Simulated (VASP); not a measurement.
# MoS2 (P-3m1) in VASP: notebook

MoS2 is run at these levels: PBE+D3(BJ); tasks: single point.

All numbers are computed with VASP 6.6.1; they aren't measurements. Logs are shortened: lines on timing, memory, paths and dates and some standing lists are left out, and cuts for length are marked.

**1. The cell of the first run**

Symmetry: P-3m1, No. 164, trigonal system. The conventional cell has a = 3.149 Å, b = 3.149 Å, c = 12.091 Å, α = 90.00°, β = 90.00°, γ = 120.00°. Within 2.9 Å of Mo (site symmetry 3m) lie 6 S at 2.20 to 2.63 Å. Within 2.9 Å of S (site symmetry 3m) lie 3 Mo at 2.20 Å. S (site symmetry 3m) has 3 Mo at 2.63 Å and 10 S at 3.10 to 3.15 Å within 3.5 Å.

**2. Single point, PBE+D3(BJ) (atoms displaced along a vibrational mode)**

Contents of INCAR:

```
SYSTEM = MoS2
PREC     = Accurate       ! precision mode
ENCUT    = 520            ! plane-wave cutoff, eV
EDIFF    = 1E-7           ! SCF threshold, eV
ISMEAR   = 0              ! smearing method
SIGMA    = 0.05           ! smearing width, eV
LREAL    = .FALSE.        ! projectors in reciprocal space
LASPH    = .TRUE.         ! aspherical terms in the spheres
NELM     = 100            ! most SCF steps
ALGO     = Normal         ! electronic algorithm
ISIF     = 2              ! what is computed and relaxed
LWAVE    = .FALSE.        ! write WAVECAR
LCHARG   = .FALSE.        ! write CHGCAR
GGA      = PE             ! functional
IVDW     = 12             ! dispersion correction
NBANDS   = 35             ! bands
```

Contents of KPOINTS:

```
Automatic mesh
0
G
  12 12 4
  0 0 0
```

Contents of POSCAR:

```
MoS2
1.0
    3.1493511256      0.0000000000      0.0000000000
   -1.5746755628      2.7274180802      0.0000000000
    0.0000000000      0.0000000000     12.0907538840
Mo S
2 4
Direct
    0.3333333333      0.6666666667      0.2607234162
    0.6666666667      0.3333333333      0.7392765838
    0.3333333333      0.6666666667      0.6370321345
    0.6666666667      0.3333333333      0.1039490031
    0.3333333333      0.6666666667      0.8960509969
    0.6666666667      0.3333333333      0.3629678655
```

Potentials or basis: VASP PAW PBE potentials, release 64 (Mo_sv, S).

Run with:

```
$ cat potpaw_PBE.64/Mo_sv/POTCAR potpaw_PBE.64/S/POTCAR > POTCAR
$ mpirun -np 1 vasp_std > vasp.out
```

OUTCAR:

```text
SYSTEM = MoS2
   PREC = Accurate
   ENCUT = 520
   EDIFF = 1E-7
   ISMEAR = 0
   LREAL = .FALSE.
   LASPH = .TRUE.
   NELM = 100
   ISIF = 2
   GGA = PE
   IVDW = 12
 IVDW          = 12

 ion  position               nearest neighbor table
   1  0.333  0.667  0.261-   6 2.20   6 2.20   6 2.20   4 2.63   4 2.63   4 2.63
   2  0.667  0.333  0.739-   3 2.20   3 2.20   3 2.20   5 2.63   5 2.63   5 2.63
   3  0.333  0.667  0.637-   2 2.20   2 2.20   2 2.20
   4  0.667  0.333  0.104-   1 2.63   1 2.63   1 2.63
   5  0.333  0.667  0.896-   2 2.63   2 2.63   2 2.63
   6  0.667  0.333  0.363-   1 2.20   1 2.20   1 2.20

  LATTYP: Found a hexagonal cell.
 ALAT       =     3.1493511256
 C/A-ratio  =     3.8391253950

  Lattice vectors:

 A1 = (   3.1493511256,   0.0000000000,   0.0000000000)
 A2 = (  -1.5746755628,   2.7274180802,   0.0000000000)
 A3 = (   0.0000000000,   0.0000000000,  12.0907538840)

Analysis of symmetry for initial positions (statically):
=====================================================================
 Subroutine PRICEL returns:
 Original cell was already a primitive cell.

 Routine SETGRP: Setting up the symmetry group for a
 hexagonal supercell.

 Subroutine GETGRP returns: Found 12 space group operations
 (whereof 12 operations were pure point group operations)
 out of a pool of 24 trial point group operations.

The static configuration has the point symmetry D_3d.

Analysis of symmetry for dynamics (positions and initial velocities):
=====================================================================
 Subroutine PRICEL returns:
 Original cell was already a primitive cell.

 Routine SETGRP: Setting up the symmetry group for a
 hexagonal supercell.

 Subroutine GETGRP returns: Found 12 space group operations
 (whereof 12 operations were pure point group operations)
 out of a pool of 24 trial point group operations.

The dynamic configuration has the point symmetry D_3d.

 Subroutine INISYM returns: Found 12 space group operations
 (whereof 12 operations are pure point group operations),
 and found     1 'primitive' translations

----------------------------------------------------------------------------------------

                                     Primitive cell

  volume of cell :     103.8547

  direct lattice vectors                    reciprocal lattice vectors
     3.149351126  0.000000000  0.000000000     0.317525725  0.183323563  0.000000000
    -1.574675563  2.727418080  0.000000000     0.000000000  0.366647126  0.000000000
     0.000000000  0.000000000 12.090753884     0.000000000  0.000000000  0.082707829

  length of vectors
     3.149351126  3.149351126 12.090753884     0.366647126  0.366647126  0.082707829

  position of ions in fractional coordinates (direct lattice)
     0.333333333  0.666666667  0.260723416
     0.666666667  0.333333333  0.739276584
     0.333333333  0.666666667  0.637032134
     0.666666667  0.333333333  0.103949003
     0.333333333  0.666666667  0.896050997
     0.666666667  0.333333333  0.362967866

  ion indices of the primitive-cell ions
   primitive index   ion index
                 1           1
                 2           2
                 3           3
                 4           4
                 5           5
                 6           6

----------------------------------------------------------------------------------------

 KPOINTS: Automatic mesh

Automatic generation of k-mesh.
 Grid dimensions read from file:
 generate k-points for:   12   12    4

 Generating k-lattice:

  Cartesian coordinates                     Fractional coordinates (reciprocal lattice)
     0.026460477  0.015276964  0.000000000     0.083333333  0.000000000  0.000000000
     0.000000000  0.030553927  0.000000000     0.000000000  0.083333333  0.000000000
     0.000000000  0.000000000  0.020676957     0.000000000  0.000000000  0.250000000

  Length of vectors
     0.030553927  0.030553927  0.020676957

  Shift w.r.t. Gamma in fractional coordinates (k-lattice)
     0.000000000  0.000000000  0.000000000

 Subroutine IBZKPT returns following result:
 ===========================================

 Found     69 irreducible k-points:

 Following reciprocal coordinates:
            Coordinates               Weight
  0.000000  0.000000  0.000000      1.000000
  0.083333 -0.000000  0.000000      6.000000
  0.166667  0.000000  0.000000      6.000000
  0.250000 -0.000000  0.000000      6.000000
  0.333333 -0.000000  0.000000      6.000000
  0.416667  0.000000  0.000000      6.000000
[... 16 lines left out ...]
  0.166667  0.000000  0.250000      6.000000
  0.000000  0.166667  0.250000      6.000000
 [... further k-points ...]
   k-points           NKPTS =     69   k-points in BZ     NKDIM =     69   number of bands    NBANDS=     35
   number of dos      NEDOS =    301   number of ions     NIONS =      6
   total plane-waves  NPLWV =  51840
   dimension x,y,z NGX =    24 NGY =   24 NGZ =   90
   dimension x,y,z NGXF=    48 NGYF=   48 NGZF=  180
   ions per type =               2   4
   NGX,Y,Z   is equivalent  to a cutoff of  12.67, 12.67, 12.37 a.u.
   NGXF,Y,Z  is equivalent  to a cutoff of  25.34, 25.34, 24.75 a.u.
 SYSTEM =  MoS2
   PREC   = accura    normal or accurate (medium, high low for compatibility)
   ISTART =      0    job   : 0-new  1-cont  2-samecut
   ICHARG =      2    charge: 1-file 2-atom 10-const
   ISPIN  =      1    spin polarized calculation?
   LNONCOLLINEAR =      F non collinear calculations
   LSORBIT =      F    spin-orbit coupling
   LASPH  =      T    aspherical Exc in radial PAW
   ENCUT  =  520.0 eV  38.22 Ry    6.18 a.u.   5.86  5.86 22.48*2*pi/ulx,y,z
   NELM   =    100;   NELMIN=  2; NELMDL= -5     # of ELM steps
   EDIFF  = 0.1E-06   stopping-criterion for ELM
   LREAL  =      F    real-space projection
   EDIFFG = 0.1E-05   stopping-criterion for IOM
   NSW    =      0    number of steps for IOM
   IBRION =     -1    ionic relax: 0-MD 1-quasi-New 2-CG
   NFREE  =      0    steps in history (QN), initial steepest desc. (CG)
   ISIF   =      2    stress and relaxation
   ISYM   =      2    0-nonsym 1-usesym 2-fastsym
   POTIM  = 0.5000    time-step for ionic-motion
   TEBEG  =    0.0;   TEEND  =   0.0 temperature during run
   PSTRESS=    0.0 pullay stress
   NELECT =      52.0000    total number of electrons
   NUPDOWN=      -1.0000    fix difference up-down
   EMIN   =  10.00;   EMAX   =-10.00  energy-range for DOS
   EFERMI =   0.00;   METHOD = LEGACY
   ISMEAR =     0;   SIGMA  =   0.05  broadening in eV -4-tet -1-fermi 0-gaus
   EFERMI_NEDOS =   21; number of points for ismear=-14 and -15
   IALGO  =     38    algorithm
   IMIX   =      4    mixing-type and parameters
     AMIX     =   0.40;   BMIX     =  1.00
     AMIX_MAG =   1.60;   BMIX_MAG =  1.00
  volume/ion in A,a.u.               =      17.31       116.81
  Fermi-wavevector in a.u.,A,eV,Ry     =   1.299972  2.456590 22.992844  1.689926
  Thomas-Fermi vector in A             =   2.431201
   LORBIT       =      0    0 simple, 1 ext, 2 COOP (PROOUT), +10 PAW based schemes
   GGA     = PE    functional components
   LHFCALC =     F    Hartree Fock is set to
   AEXX    =    0.0000 exact exchange contribution
   IVDW    =    12    specifies the selected vdW correction
   LEPSILON=     F    determine dielectric tensor
   LRPA    =     F    only Hartree local field effects (RPA)
 non-spin polarized calculation
 Gauss-broadening in eV      SIGMA  =   0.05
  energy-cutoff  :      520.00
  volume of cell :      103.85
 maximum number of plane-waves:      2820
   NGX = 11   NGY = 11   NGZ = 45

 number of electron      52.0000002 magnetization

 Free energy of the ion-electron system (eV)
  ---------------------------------------------------
  ext. energy  EPLUGINS =         0.00000000
  ---------------------------------------------------
  free energy    TOTEN  =       -40.38610280 eV

  energy without entropy =      -40.38294408  energy(sigma->0) =      -40.38452344

 E-fermi :   8.3305     XC(G=0): -10.9805

 val. band max:        8.3254138925   @ k =   0.1667   0.1667   0.2500
 cond. band min:       8.3449093257   @ k =   0.2500   0.1667   0.0000
 fundamental gap:      0.0194954333
 Fermi energy:         8.3305486790

 k-point     1 :       0.0000    0.0000    0.0000
  band No.  band energies     occupation
      1     -53.5554      2.00000
      2     -53.5554      2.00000
      3     -27.7604      2.00000
      4     -27.7603      2.00000
      5     -27.5347      2.00000
      6     -27.5347      2.00000
[... 27 lines left out ...]
     34      11.4823      0.00000
     35      13.2960      0.00000

 k-point     2 :       0.0833   -0.0000    0.0000
  band No.  band energies     occupation
      1     -53.5523      2.00000
      2     -53.5523      2.00000
      3     -27.7553      2.00000
      4     -27.7551      2.00000
      5     -27.5654      2.00000
      6     -27.5654      2.00000
[... 27 lines left out ...]
     34      11.5385      0.00000
     35      13.7583      0.00000

 k-point     3 :       0.1667    0.0000    0.0000
  band No.  band energies     occupation
      1     -53.5439      2.00000
      2     -53.5439      2.00000
      3     -27.7428      2.00000
      4     -27.7427      2.00000
      5     -27.6468      2.00000
      6     -27.6468      2.00000
[... 27 lines left out ...]
     34      11.7150      0.00000
     35      14.6796      0.00000
[... 723 lines left out ...]
 k-point    23 :       0.1667    0.0000    0.2500
  band No.  band energies     occupation
      1     -53.5439      2.00000
      2     -53.5439      2.00000
      3     -27.7428      2.00000
      4     -27.7427      2.00000
      5     -27.6468      2.00000
      6     -27.6468      2.00000
[... 27 lines left out ...]
     34      11.7154      0.00000
     35      14.7393      0.00000

 k-point    24 :       0.0000    0.1667    0.2500
  band No.  band energies     occupation
      1     -53.5439      2.00000
      2     -53.5439      2.00000
      3     -27.7428      2.00000
      4     -27.7427      2.00000
      5     -27.6468      2.00000
      6     -27.6468      2.00000
[... 27 lines left out ...]
     34      11.7193      0.00000
     35      14.7200      0.00000

 [... further k-points ...]

------------------------ aborting loop because EDIFF is reached ----------------------------------------

 Edisp (eV)   -2.62227

 E8    (eV) :    -1.0566

  FORCE on cell =-STRESS in cart. coord.  units (eV):
  Direction    XX          YY          ZZ          XY          YZ          ZX
  --------------------------------------------------------------------------------------
  -------------------------------------------------------------------------------------
  Total       7.45329     7.45329     4.04641     0.00000    -0.00000     0.00000
  in kB     114.98274   114.98274    62.42431     0.00000    -0.00000     0.00000
  external pressure =       97.46 kB  Pullay stress =        0.00 kB

 VOLUME and BASIS-vectors are now :
 -----------------------------------------------------------------------------
  energy-cutoff  :      520.00
  volume of cell :      103.85
      direct lattice vectors                 reciprocal lattice vectors
     3.149351126  0.000000000  0.000000000     0.317525725  0.183323563  0.000000000
    -1.574675563  2.727418080  0.000000000     0.000000000  0.366647126  0.000000000
     0.000000000  0.000000000 12.090753884     0.000000000  0.000000000  0.082707829

 POSITION                                       TOTAL-FORCE (eV/Angst)
 -----------------------------------------------------------------------------------
     -0.00000      1.81828      3.15234        -0.000000      0.000000     -8.661398
      1.57468      0.90914      8.93841         0.000000     -0.000000      8.661398
     -0.00000      1.81828      7.70220         0.000000     -0.000000     -6.087366
      1.57468      0.90914      1.25682        -0.000000      0.000000      2.958748
     -0.00000      1.81828     10.83393        -0.000000     -0.000000     -2.958748
      1.57468      0.90914      4.38856         0.000000      0.000000      6.087366
 -----------------------------------------------------------------------------------
    total drift:                                0.000000     -0.000000      0.000000

  FREE ENERGIE OF THE ION-ELECTRON SYSTEM (eV)
  ---------------------------------------------------
  free  energy   TOTEN  =       -43.0083758079 eV

  energy  without entropy=      -43.0052170835  energy(sigma->0) =      -43.00679645
```

Wall time 2.5 min (1 thread of AMD EPYC 9R45 (Zen 5), shared host); peak memory 0.32 GiB.

What came out:

- Free energy: -43.0084 eV
- Pressure: 9.7 GPa
- Largest force: 8.661 eV/Å
- Band gap on the k mesh: zero (bands 26 and 27 overlap by 0.87 eV)
- Dispersion energy per atom: -0.437 eV

Forces in eV/Å, atoms in the order of the input:
```
Mo   0.000  0.000 -8.661
Mo   0.000  0.000  8.661
S    0.000  0.000 -6.087
S    0.000  0.000  2.959
S    0.000  0.000 -2.959
S    0.000  0.000  6.087
```

Stress tensor (GPa, compression positive):
```
11.50  0.00  0.00
 0.00 11.50  0.00
 0.00  0.00  6.24
```

Caveat: the cell differs from its parent crystal (atoms displaced along a vibrational mode); the stress differs along the axes, from 6 to 11 GPa; forces of over 1 eV/Å act on the atoms, so gaps and moduli don't describe the material at rest.

[end of part 1 of 2]

The gap in the log of VASP goes by the Fermi energy; the results here count the filled bands.